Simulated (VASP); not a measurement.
# W16S in VASP: single point with PBE

Aim: the single point of W16S with PBE.

Program: VASP 6.6.1. These are calculated values, not measurements. Logs are shortened: lines on timing, memory, paths and dates and some standing lists are left out, and cuts for length are marked.

### Step 1. The cell of the first run

The cell holds a slab with vacuum, 17 atoms: a = 6.367 Å, b = 6.367 Å, c = 20.142 Å, α = 90.00°, β = 90.00°, γ = 90.00°.

### Step 2. Single point, PBE

Input file INCAR:

```
  PREC = Accurate
  ENCUT = 520
  EDIFF = 1E-6
  ISMEAR = 0
  SIGMA = 0.1
  LREAL = Auto
  LASPH = True
  NELM = 60
  ALGO = Normal
  ISIF = 2
  LWAVE = False
  LCHARG = False
  LDIPOL = True
  IDIPOL = 3
  DIPOL = 0.5 0.5 0.328
  GGA = PE
  NBANDS = 129
```

Input file KPOINTS:

```
regular mesh
0
Gamma
  4 4 1
```

Input file POSCAR:

```
W16S
1.0
    6.3671172886      0.0000000000      0.0000000000
    0.0000000000      6.3671172886      0.0000000000
    0.0000000000      0.0000000000     20.1423120279
W S
16 1
Direct
    0.2500000000      0.2500000000      0.1985869345
    0.2500000000      0.7500000000      0.1985869345
    0.7500000000      0.2500000000      0.1985869345
    0.7500000000      0.7500000000      0.1985869345
    0.0000000000      0.0000000000      0.2776135786
    0.0000000000      0.5000000000      0.2776135786
    0.5000000000      0.0000000000      0.2776135786
    0.5000000000      0.5000000000      0.2776135786
    0.2500000000      0.2500000000      0.3599329425
    0.2500000000      0.7500000000      0.3599329425
    0.7500000000      0.2500000000      0.3599329425
    0.7500000000      0.7500000000      0.3599329425
    0.0000000000      0.0000000000      0.4290625632
    0.0000000000      0.5000000000      0.4290625632
    0.5000000000      0.0000000000      0.4290625632
    0.5000000000      0.5000000000      0.4290625632
    0.0625000000      0.2500000000      0.5148359472
```

Potentials or basis: VASP PAW PBE potentials, release 64 (W_sv, S).

Started as:

```console
$ cat potpaw_PBE.64/W_sv/POTCAR potpaw_PBE.64/S/POTCAR > POTCAR
$ mpirun -np 1 vasp_std > vasp.out
```

OUTCAR:

```text
PREC = Accurate
   ENCUT = 520
   EDIFF = 1E-6
   ISMEAR = 0
   LREAL = Auto
   LASPH = True
   NELM = 60
   ISIF = 2
   GGA = PE

 ion  position               nearest neighbor table
   1  0.250  0.250  0.199-   5 2.76   6 2.76   7 2.76   8 2.76   2 3.18   3 3.18   2 3.18   3 3.18
                             9 3.25
   2  0.250  0.750  0.199-   5 2.76   6 2.76   7 2.76   8 2.76   1 3.18   4 3.18   1 3.18   4 3.18
                            10 3.25
   3  0.750  0.250  0.199-   5 2.76   6 2.76   7 2.76   8 2.76   1 3.18   4 3.18   4 3.18   1 3.18
                            11 3.25
   4  0.750  0.750  0.199-   5 2.76   6 2.76   7 2.76   8 2.76   2 3.18   3 3.18   3 3.18   2 3.18
                            12 3.25
   5  0.000  0.000  0.278-   1 2.76   2 2.76   3 2.76   4 2.76   9 2.80  10 2.80  11 2.80  12 2.80
                            13 3.05   7 3.18   6 3.18   6 3.18   7 3.18
   6  0.000  0.500  0.278-   1 2.76   2 2.76   3 2.76   4 2.76   9 2.80  10 2.80  11 2.80  12 2.80
                            14 3.05   8 3.18   5 3.18   5 3.18   8 3.18
   7  0.500  0.000  0.278-   1 2.76   2 2.76   3 2.76   4 2.76   9 2.80  10 2.80  11 2.80  12 2.80
                            15 3.05   8 3.18   5 3.18   8 3.18   5 3.18
   8  0.500  0.500  0.278-   1 2.76   2 2.76   3 2.76   4 2.76   9 2.80  10 2.80  11 2.80  12 2.80
                            16 3.05   7 3.18   6 3.18   7 3.18   6 3.18
   9  0.250  0.250  0.360-  13 2.65  14 2.65  15 2.65  16 2.65   5 2.80   6 2.80   7 2.80   8 2.80
                            10 3.18  11 3.18  10 3.18  11 3.18   1 3.25
  10  0.250  0.750  0.360-  13 2.65  14 2.65  15 2.65  16 2.65   5 2.80   6 2.80   7 2.80   8 2.80
                             9 3.18  12 3.18   9 3.18  12 3.18   2 3.25
  11  0.750  0.250  0.360-  13 2.65  14 2.65  15 2.65  16 2.65   5 2.80   6 2.80   7 2.80   8 2.80
                             9 3.18  12 3.18  12 3.18   9 3.18   3 3.25
  12  0.750  0.750  0.360-  13 2.65  14 2.65  15 2.65  16 2.65   5 2.80   6 2.80   7 2.80   8 2.80
                            10 3.18  11 3.18  11 3.18  10 3.18   4 3.25
  13  0.000  0.000  0.429-  17 2.38  10 2.65  11 2.65  12 2.65   9 2.65   5 3.05  15 3.18  14 3.18
                            14 3.18  15 3.18
  14  0.000  0.500  0.429-  17 2.38  10 2.65  11 2.65  12 2.65   9 2.65   6 3.05  16 3.18  13 3.18
                            13 3.18  16 3.18
  15  0.500  0.000  0.429-   9 2.65  10 2.65  11 2.65  12 2.65   7 3.05  13 3.18  16 3.18  16 3.18
                            13 3.18
  16  0.500  0.500  0.429-   9 2.65  10 2.65  11 2.65  12 2.65   8 3.05  14 3.18  15 3.18  15 3.18
                            14 3.18
  17  0.062  0.250  0.515-  13 2.38  14 2.38

  LATTYP: Found a simple tetragonal cell.
 ALAT       =     6.3671172886
 C/A-ratio  =     3.1634900246

  Lattice vectors:

 A1 = (   6.3671172886,   0.0000000000,   0.0000000000)
 A2 = (   0.0000000000,   6.3671172886,   0.0000000000)
 A3 = (   0.0000000000,   0.0000000000,  20.1423120279)

Analysis of symmetry for initial positions (statically):
=====================================================================
 Subroutine PRICEL returns:
 Original cell was already a primitive cell.

 Routine SETGRP: Setting up the symmetry group for a
 simple tetragonal supercell.

 Subroutine GETGRP returns: Found  2 space group operations
 (whereof  1 operations were pure point group operations)
 out of a pool of 16 trial point group operations.

The static configuration has the point symmetry C_1 .
 The point group associated with its full space group is C_1h.

Analysis of symmetry for dynamics (positions and initial velocities):
=====================================================================
 Subroutine PRICEL returns:
 Original cell was already a primitive cell.

 Routine SETGRP: Setting up the symmetry group for a
 simple tetragonal supercell.

 Subroutine GETGRP returns: Found  2 space group operations
 (whereof  1 operations were pure point group operations)
 out of a pool of 16 trial point group operations.

The dynamic configuration has the point symmetry C_1 .
 The point group associated with its full space group is C_1h.

 Subroutine INISYM returns: Found  2 space group operations
 (whereof  1 operations are pure point group operations),
 and found     1 'primitive' translations

----------------------------------------------------------------------------------------

                                     Primitive cell

  volume of cell :     816.5730

  direct lattice vectors                    reciprocal lattice vectors
     6.367117289  0.000000000  0.000000000     0.157056947  0.000000000  0.000000000
[... 64 lines left out ...]
     0.000000000  0.000000000  0.000000000

 Subroutine IBZKPT returns following result:
 ===========================================

 Found      9 irreducible k-points:

 Following reciprocal coordinates:
            Coordinates               Weight
  0.000000  0.000000  0.000000      1.000000
  0.250000  0.000000  0.000000      2.000000
  0.000000  0.250000  0.000000      2.000000
  0.500000  0.000000  0.000000      1.000000
  0.000000  0.500000  0.000000      1.000000
  0.250000  0.250000  0.000000      4.000000
  0.500000  0.250000  0.000000      2.000000
 -0.250000  0.500000  0.000000      2.000000
  0.500000  0.500000  0.000000      1.000000
   k-points           NKPTS =      9   k-points in BZ     NKDIM =      9   number of bands    NBANDS=    129
   number of dos      NEDOS =    301   number of ions     NIONS =     17
   total plane-waves  NPLWV = 345600
   dimension x,y,z NGX =    48 NGY =   48 NGZ =  150
   dimension x,y,z NGXF=    96 NGYF=   96 NGZF=  300
   ions per type =              16   1
   NGX,Y,Z   is equivalent  to a cutoff of  12.53, 12.53, 12.38 a.u.
   NGXF,Y,Z  is equivalent  to a cutoff of  25.07, 25.07, 24.76 a.u.
 SYSTEM =  unknown system
   PREC   = accura    normal or accurate (medium, high low for compatibility)
   ISTART =      0    job   : 0-new  1-cont  2-samecut
   ICHARG =      2    charge: 1-file 2-atom 10-const
   ISPIN  =      1    spin polarized calculation?
   LNONCOLLINEAR =      F non collinear calculations
   LSORBIT =      F    spin-orbit coupling
   LASPH  =      T    aspherical Exc in radial PAW
   ENCUT  =  520.0 eV  38.22 Ry    6.18 a.u.  11.84 11.84 37.45*2*pi/ulx,y,z
   NELM   =     60;   NELMIN=  2; NELMDL= -5     # of ELM steps
   EDIFF  = 0.1E-05   stopping-criterion for ELM
   LREAL  =      T    real-space projection
   EDIFFG = 0.1E-04   stopping-criterion for IOM
   NSW    =      0    number of steps for IOM
   IBRION =     -1    ionic relax: 0-MD 1-quasi-New 2-CG
   NFREE  =      0    steps in history (QN), initial steepest desc. (CG)
   ISIF   =      2    stress and relaxation
   ISYM   =      2    0-nonsym 1-usesym 2-fastsym
   POTIM  = 0.5000    time-step for ionic-motion
   TEBEG  =    0.0;   TEEND  =   0.0 temperature during run
   PSTRESS=    0.0 pullay stress
   NELECT =     230.0000    total number of electrons
   NUPDOWN=      -1.0000    fix difference up-down
   EMIN   =  10.00;   EMAX   =-10.00  energy-range for DOS
   EFERMI =   0.00;   METHOD = LEGACY
   ISMEAR =     0;   SIGMA  =   0.10  broadening in eV -4-tet -1-fermi 0-gaus
   EFERMI_NEDOS =   21; number of points for ismear=-14 and -15
   IALGO  =     38    algorithm
   IMIX   =      4    mixing-type and parameters
     AMIX     =   0.40;   BMIX     =  1.00
     AMIX_MAG =   1.60;   BMIX_MAG =  1.00
  volume/ion in A,a.u.               =      48.03       324.15
  Fermi-wavevector in a.u.,A,eV,Ry     =   1.073130  2.027922 15.668585  1.151609
  Thomas-Fermi vector in A             =   2.208921
   LORBIT       =      0    0 simple, 1 ext, 2 COOP (PROOUT), +10 PAW based schemes
   GGA     = PE    functional components
   LHFCALC =     F    Hartree Fock is set to
   AEXX    =    0.0000 exact exchange contribution
   IVDW    =     0    specifies the selected vdW correction
   LEPSILON=     F    determine dielectric tensor
   LRPA    =     F    only Hartree local field effects (RPA)
 non-spin polarized calculation
 Gauss-broadening in eV      SIGMA  =   0.10
  energy-cutoff  :      520.00
  volume of cell :      816.57
 maximum number of plane-waves:     22040
   NGX = 23   NGY = 23   NGZ = 75

 dipolmoment           0.000000      0.000000     -0.016992 electrons x Angstroem

 number of electron     229.9999968 magnetization

 dipolmoment           0.000000      0.000000      0.092129 electrons x Angstroem

 Free energy of the ion-electron system (eV)
  ---------------------------------------------------
  ext. energy  EPLUGINS =         0.00000000
  ---------------------------------------------------
  free energy    TOTEN  =      -192.86244073 eV

  energy without entropy =     -192.74042071  energy(sigma->0) =     -192.80143072

 E-fermi :   0.8247     XC(G=0):  -5.6316

 val. band max:        0.8154717068   @ k =   0.2500   0.0000   0.0000
 cond. band min:       0.8306446331   @ k =  -0.2500   0.5000   0.0000
 fundamental gap:      0.0151729264
 Fermi energy:         0.8247294383

 k-point     1 :       0.0000    0.0000    0.0000
  band No.  band energies     occupation
      1     -73.0703      2.00000
      2     -73.0121      2.00000
      3     -73.0079      2.00000
      4     -73.0004      2.00000
      5     -72.9906      2.00000
      6     -72.9857      2.00000
[... 1159 lines left out ...]
    126       2.1643      0.00000
    127       2.2422      0.00000
 [bands above 127 left out]

------------------------ aborting loop because EDIFF is reached ----------------------------------------

 vacuum level on the upper side and lower side of the slab       (xc-potential included)         0.057        -0.333

  FORCE on cell =-STRESS in cart. coord.  units (eV):
  Direction    XX          YY          ZZ          XY          YZ          ZX
  --------------------------------------------------------------------------------------
  -------------------------------------------------------------------------------------
  Total      -20.6950279    -23.0453086     -9.8900241      0.0000000      0.0000000      0.6035858
  in kB      -40.6051929    -45.2166196    -19.4049671      0.0000000      0.0000000      1.1842806
  external PRESSURE =     -35.0755932 kB  Pullay stress =       0.0000000 kB

 VOLUME and BASIS-vectors are now :
 -----------------------------------------------------------------------------
  energy-cutoff  :      520.00
  volume of cell :      816.57
      direct lattice vectors                 reciprocal lattice vectors
     6.367117289  0.000000000  0.000000000     0.157056947  0.000000000  0.000000000
     0.000000000  6.367117289  0.000000000     0.000000000  0.157056947  0.000000000
     0.000000000  0.000000000 20.142312028     0.000000000  0.000000000  0.049646734

 POSITION                                       TOTAL-FORCE (eV/Angst)
 -----------------------------------------------------------------------------------
      1.59178      1.59178      4.00000         0.046668      0.000000      2.158913
      1.59178      4.77534      4.00000         0.072777      0.000000      2.061600
      4.77534      1.59178      4.00000        -0.000824      0.000000      2.078866
      4.77534      4.77534      4.00000        -0.090217      0.000000      2.089581
      0.00000      0.00000      5.59178        -0.006546     -0.029716     -2.093308
      0.00000      3.18356      5.59178        -0.006546      0.029716     -2.093308
[... 9 lines left out ...]
      3.18356      3.18356      8.64231         0.047526     -0.115639     -0.131855
      0.39794      1.59178     10.36999         0.219687      0.000000      0.021846
 -----------------------------------------------------------------------------------
    total drift:                               -0.000160      0.000000      0.006291

  FREE ENERGIE OF THE ION-ELECTRON SYSTEM (eV)
  ---------------------------------------------------
  free  energy   TOTEN  =      -192.8624407349 eV

  energy  without entropy=     -192.7404207070  energy(sigma->0) =     -192.80143072

 vacuum level on the upper side and lower side of the slab         5.282         4.868
```

Wall time 41 min (1 thread of Intel Xeon Platinum 8488C (Sapphire Rapids), shared host); peak memory 1.1 GiB.

What came out:

| Quantity | Value |
| --- | --- |
| Free energy | -192.8624 eV |
| Largest force | 2.217 eV/Å |
| Band gap on the k mesh | zero (bands 115 and 116 overlap by 0.25 eV) |

Forces in eV/Å, atoms in the order of the input:
```
W    0.047  0.000  2.159
W    0.073  0.000  2.062
W   -0.001  0.000  2.079
W   -0.090  0.000  2.090
W   -0.007 -0.030 -2.093
W   -0.007  0.030 -2.093
W    0.021 -0.055 -2.216
W    0.021  0.055 -2.216
W    0.691  0.000 -0.830
W    0.567  0.000 -0.241
W   -0.566  0.000 -0.596
W   -1.012  0.000 -0.437
W   -0.026  0.312  1.288
W   -0.026 -0.312  1.288
W    0.048  0.116 -0.132
W    0.048 -0.116 -0.132
S    0.220  0.000  0.022
```

Caveat: spin-orbit coupling is left out, which moves the levels of the heavy elements.
